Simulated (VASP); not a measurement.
# RbAl12 in VASP: notebook, part 2 of 2

VASP 6.6.1.

### 3 Single point, PBE+D3(BJ)

Contents of INCAR:

```
PREC = Accurate ; ENCUT = 520
EDIFF = 1E-6 ; ISMEAR = 0
SIGMA = 0.1 ; LREAL = F
LASPH = T ; NELM = 100
ALGO = Normal ; ISIF = 2
LWAVE = F ; LCHARG = T
LDIPOL = T ; IDIPOL = 3
DIPOL = 0.5 0.5 0.481 ; GGA = PE
IVDW = 12 ; LELF = T
LVHAR = T ; LVACPOTAV = T
NBANDS = 34
```

Contents of KPOINTS:

```
Automatic mesh
0
Gamma
  6 6 1
```

Contents of POSCAR:

```
RbAl12
1.0
    4.8778314603      0.0000000000      0.0000000000
   -2.4389157301      4.2243259600      0.0000000000
    0.0000000000      0.0000000000     25.8982954061
Al Rb
12 1
Direct
    0.0000000000      0.3333333333      0.3282069289
    0.3333333333      0.0000000000      0.3282069289
    0.6666666667      0.6666666667      0.3282069289
    0.3333333333      0.3333333333      0.4169939231
    0.6666666667      0.0000000000      0.4169939231
    0.0000000000      0.6666666667      0.4169939231
    0.6671696351      0.3338363018      0.5038629367
    0.0000000000     -0.0005029684      0.5038629367
    0.3328303649      0.6666666667      0.5038629367
    0.0000000000      0.3303909420      0.5936171755
    0.3362757247      0.0029423914      0.5936171755
    0.6637242753      0.6666666667      0.5936171755
    0.0000000000      0.6666666667      0.7191747827
```

Potentials or basis: VASP PAW PBE potentials, release 64 (Al, Rb_sv).

The run is started by

```console
cat potpaw_PBE.64/Al/POTCAR potpaw_PBE.64/Rb_sv/POTCAR > POTCAR
mpirun -np 1 vasp_std > vasp.out
```

It took 3.4 min on 1 thread of Intel Xeon Platinum 8488C (Sapphire Rapids), shared host; peak memory 0.58 GiB.

The run converged. Its results:

```
Free energy                : -47.3969 eV
Largest force              : 0.089 eV/Å
Band gap on the k mesh     : zero (an odd number of electrons rules out a gap without spin polarisation)
Dispersion energy per atom : -0.267 eV
```

Forces on the atoms (eV/Å):
```
Al   0.002 -0.004 -0.086
Al   0.002  0.004 -0.086
Al  -0.005  0.000 -0.086
Al   0.000  0.000  0.089
Al   0.000  0.000  0.089
Al   0.000  0.000  0.075
Al   0.000  0.000  0.001
Al   0.000  0.000  0.001
Al   0.000  0.000  0.001
Al   0.000  0.000  0.004
Al   0.000  0.000  0.004
Al   0.000  0.000  0.004
Rb   0.000  0.000 -0.010
```

Levels at points of the mesh, in eV from the Fermi level:
| k point | band 20 | band 21 | band 22 | band 23 | band 24 | band 25 |
| --- | --- | --- | --- | --- | --- | --- |
| (0.00, 0.00, 0.00) | -1.99 | -1.99 | -1.19 | -0.79 | -0.76 | -0.73 |
| (0.50, 0.00, 0.00) | -1.78 | -0.17 | 0.03 | 0.74 | 0.84 | 1.49 |

### 4 Single point, PBE+D3(BJ)

Contents of INCAR:

```
SYSTEM = RbAl12
PREC = Accurate
ENCUT = 520
EDIFF = 1E-6
ISMEAR = 0
SIGMA = 0.1
LREAL = .FALSE.
LASPH = .TRUE.
NELM = 100
ALGO = Normal
ISIF = 2
LWAVE = .FALSE.
LCHARG = .FALSE.
LDIPOL = .TRUE.
IDIPOL = 3
DIPOL = 0.5 0.5 0.481
GGA = PE
IVDW = 12
NBANDS = 34
```

Contents of KPOINTS:

```
regular mesh
0
G
  6 6 1
  0 0 0
```

Contents of POSCAR:

```
RbAl12
1.0
    4.8778314603      0.0000000000      0.0000000000
   -2.4389157301      4.2243259600      0.0000000000
    0.0000000000      0.0000000000     25.8982954061
Al Rb
12 1
Direct
    0.0000000000      0.3333333333      0.3282069289
    0.3333333333      0.0000000000      0.3282069289
    0.6666666667      0.6666666667      0.3282069289
    0.3333333333      0.3333333333      0.4169939231
    0.6666666667      0.0000000000      0.4169939231
    0.0000000000      0.6666666667      0.4169939231
    0.6666666667      0.3333333333      0.5039676308
    0.0000000000      0.0000000000      0.5039676308
    0.3333333333      0.6666666667      0.5036363133
   -0.0030092136      0.3303241198      0.5936358402
    0.3333333333      0.0030092136      0.5936358402
    0.6696758802      0.6666666667      0.5936358402
    0.3333333333      0.6666666667      0.7188282754
```

Potentials or basis: VASP PAW PBE potentials, release 64 (Al, Rb_sv).

The run is started by

```console
cat potpaw_PBE.64/Al/POTCAR potpaw_PBE.64/Rb_sv/POTCAR > POTCAR
mpirun -np 1 vasp_std > vasp.out
```

OUTCAR:

```text
SYSTEM = RbAl12
   PREC = Accurate
   ENCUT = 520
   EDIFF = 1E-6
   ISMEAR = 0
   LREAL = .FALSE.
   LASPH = .TRUE.
   NELM = 100
   ISIF = 2
   GGA = PE
   IVDW = 12
 IVDW          = 12

 ion  position               nearest neighbor table
   1  0.000  0.333  0.328-   2 2.82   3 2.82   3 2.82   2 2.82   3 2.82   2 2.82   4 2.82   5 2.82
                             6 2.82
   2  0.333  0.000  0.328-   1 2.82   3 2.82   3 2.82   1 2.82   3 2.82   1 2.82   4 2.82   6 2.82
                             5 2.82
   3  0.667  0.667  0.328-   1 2.82   2 2.82   1 2.82   2 2.82   2 2.82   1 2.82   5 2.82   6 2.82
                             4 2.82
   4  0.333  0.333  0.417-   9 2.77   8 2.78   7 2.78   6 2.82   5 2.82   6 2.82   5 2.82   5 2.82
                             6 2.82   2 2.82   1 2.82   3 2.82
   5  0.667  0.000  0.417-   9 2.77   7 2.78   8 2.78   6 2.82   4 2.82   4 2.82   6 2.82   4 2.82
                             6 2.82   3 2.82   1 2.82   2 2.82
   6  0.000  0.667  0.417-   9 2.77   8 2.78   7 2.78   5 2.82   4 2.82   4 2.82   5 2.82   5 2.82
                             4 2.82   3 2.82   2 2.82   1 2.82
   7  0.667  0.333  0.504-   5 2.78   6 2.78   4 2.78   8 2.82   8 2.82   8 2.82   9 2.82   9 2.82
                             9 2.82  10 2.83  11 2.83  12 2.83
   8  0.000  0.000  0.504-   6 2.78   5 2.78   4 2.78   7 2.82   7 2.82   7 2.82   9 2.82   9 2.82
                             9 2.82  11 2.83  12 2.83  10 2.83
   9  0.333  0.667  0.504-   6 2.77   5 2.77   4 2.77   8 2.82   7 2.82   7 2.82   8 2.82   8 2.82
                             7 2.82  11 2.85  12 2.85  10 2.85
  10  0.997  0.330  0.594-  12 2.80  11 2.80  12 2.80  11 2.80   7 2.83   8 2.83  11 2.84  12 2.84
                             9 2.85  13 3.63  13 4.58
  11  0.333  0.003  0.594-  10 2.80  12 2.80  10 2.80  12 2.80   8 2.83   7 2.83  12 2.84  10 2.84
                             9 2.85  13 3.63  13 4.58
  12  0.670  0.667  0.594-  10 2.80  10 2.80  11 2.80  11 2.80   8 2.83   7 2.83  11 2.84  10 2.84
                             9 2.85  13 3.63  13 4.58
  13  0.333  0.667  0.719-  11 3.63  12 3.63  10 3.63  11 4.58  12 4.58  10 4.58

  LATTYP: Found a hexagonal cell.
 ALAT       =     4.8778314603
 C/A-ratio  =     5.3093870948

  Lattice vectors:

 A1 = (   4.8778314603,   0.0000000000,   0.0000000000)
[... 183 lines left out ...]
  free energy    TOTEN  =       -43.93426082 eV

  energy without entropy =      -43.90192760  energy(sigma->0) =      -43.91809421

 E-fermi :   1.4276     XC(G=0):  -5.2296

 val. band max:        1.3859576972   @ k =   0.1667  -0.0000   0.0000
 cond. band min:       1.4405889281   @ k =   0.3333  -0.0000   0.0000
 fundamental gap:      0.0546312309
 Fermi energy:         1.4276011818

 k-point     1 :       0.0000    0.0000    0.0000
  band No.  band energies     occupation
      1     -27.2600      2.00000
      2     -11.3814      2.00000
      3     -11.3227      2.00000
      4     -11.3227      2.00000
      5      -9.7168      2.00000
      6      -8.6061      2.00000
[... 248 lines left out ...]
     33       3.6194      0.00000
     34       4.3275      0.00000

------------------------ aborting loop because EDIFF is reached ----------------------------------------

 vacuum level on the upper side and lower side of the slab       (xc-potential included)        -1.415         0.437

 Edisp (eV)   -3.46843

 E8    (eV) :    -1.6197

  FORCE on cell =-STRESS in cart. coord.  units (eV):
  Direction    XX          YY          ZZ          XY          YZ          ZX
  --------------------------------------------------------------------------------------
  -------------------------------------------------------------------------------------
  Total      -1.02158    -1.02158     0.50904    -0.00000     0.00000    -0.00000
  in kB      -3.06710    -3.06710     1.52829    -0.00000     0.00000    -0.00000
  external pressure =       -1.54 kB  Pullay stress =        0.00 kB

 VOLUME and BASIS-vectors are now :
 -----------------------------------------------------------------------------
  energy-cutoff  :      520.00
  volume of cell :      533.65
      direct lattice vectors                 reciprocal lattice vectors
     4.877831460  0.000000000  0.000000000     0.205009133  0.118362078  0.000000000
    -2.438915730  4.224325960  0.000000000     0.000000000  0.236724157  0.000000000
     0.000000000  0.000000000 25.898295406     0.000000000  0.000000000  0.038612580

 POSITION                                       TOTAL-FORCE (eV/Angst)
 -----------------------------------------------------------------------------------
     -0.81297      1.40811      8.50000        -0.002507     -0.004342     -0.084908
      1.62594      0.00000      8.50000        -0.002507      0.004342     -0.084908
      1.62594      2.81622      8.50000         0.005014      0.000000     -0.084908
      0.81297      1.40811     10.79943        -0.004274      0.007403      0.083147
      3.25189      0.00000     10.79943        -0.004274     -0.007403      0.083147
     -1.62594      2.81622     10.79943         0.008548      0.000000      0.083147
      2.43892      1.40811     13.05190        -0.000000      0.000000      0.003336
      0.00000      0.00000     13.05190        -0.000000      0.000000      0.003336
     -0.00000      2.81622     13.04332        -0.000000      0.000000      0.002116
      4.05752      1.39540     15.37416        -0.000574     -0.000994      0.004817
      1.61860      0.01271     15.37416        -0.000574      0.000994      0.004817
      1.64062      2.81622     15.37416         0.001148      0.000000      0.004817
     -0.00000      2.81622     18.61643        -0.000000      0.000000     -0.017957
 -----------------------------------------------------------------------------------
    total drift:                                0.000000     -0.000000      0.000267

  FREE ENERGIE OF THE ION-ELECTRON SYSTEM (eV)
  ---------------------------------------------------
  free  energy   TOTEN  =       -47.4026917499 eV

  energy  without entropy=      -47.3703585351  energy(sigma->0) =      -47.38652514

 vacuum level on the upper side and lower side of the slab         3.170         5.035
```

Wall time 6 min (1 thread of Intel Xeon Platinum 8488C (Sapphire Rapids), shared host); peak memory 0.59 GiB.

What came out:

* Free energy: -47.4027 eV
* Largest force: 0.085 eV/Å
* Band gap on the k mesh: zero (an odd number of electrons rules out a gap without spin polarisation)
* Dispersion energy per atom: -0.267 eV

Forces on the atoms (eV/Å):
```
Al  -0.003 -0.004 -0.085
Al  -0.003  0.004 -0.085
Al   0.005  0.000 -0.085
Al  -0.004  0.007  0.083
Al  -0.004 -0.007  0.083
Al   0.009  0.000  0.083
Al   0.000  0.000  0.003
Al   0.000  0.000  0.003
Al   0.000  0.000  0.002
Al  -0.001 -0.001  0.005
Al  -0.001  0.001  0.005
Al   0.001  0.000  0.005
Rb   0.000  0.000 -0.018
```

### 5 Summary

| cell | gap on the mesh (eV) | largest force (eV/Å) |
| --- | --- | --- |
| as given, atomic positions A | none | 0.08 |
| as given, atomic positions B | none | 0.09 |
| as given, atomic positions C | none | 0.09 |

Alike in all rows: task single point; level PBE+D3(BJ); potentials or basis VASP PAW PBE potentials, release 64 (Al, Rb_sv); no spin polarisation; k mesh 6 × 6 × 1; cutoff (eV) 520; smearing gaussian 0.1 eV.

Absolute energies hang on the potentials; compare differences alone.
